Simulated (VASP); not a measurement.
Input of a VASP 6.6.1 run:

File INCAR:

```
PREC = Accurate
ENCUT = 520
EDIFF = 1E-7
ISMEAR = 0
SIGMA = 0.15
LREAL = False
LASPH = True
NELM = 100
ALGO = Normal
ISIF = 2
LWAVE = False
LCHARG = True
GGA = PE
LELF = True
LVHAR = True
NBANDS = 16
```

File KPOINTS:

```
Automatic mesh
0
Gamma
  14 14 14
```

File POSCAR:

```
InSb
1.0
    0.0000000000      3.1022875935      3.1022875935
    3.1022875935      0.0000000000      3.1022875935
    3.1022875935      3.1022875935      0.0000000000
In Sb
1 1
Direct
    0.0000000000      0.0000000000      0.0000000000
    0.5000000000      0.5000000000      0.5000000000
```

Potentials or basis: VASP PAW PBE potentials, release 64 (In_d, Sb).

Command:

```bash
$ cat potpaw_PBE.64/In_d/POTCAR potpaw_PBE.64/Sb/POTCAR > POTCAR
$ mpirun -np 1 vasp_std > vasp.out
```

(1) Estimate the pressure.

(2) What does it give for the band gap on the k mesh?

## Answers

(1) -1.2 GPa.

(2) zero (bands 9 and 10 overlap by 2.56 eV).

Caveat: spin-orbit coupling is left out, which moves the levels of the heavy elements.
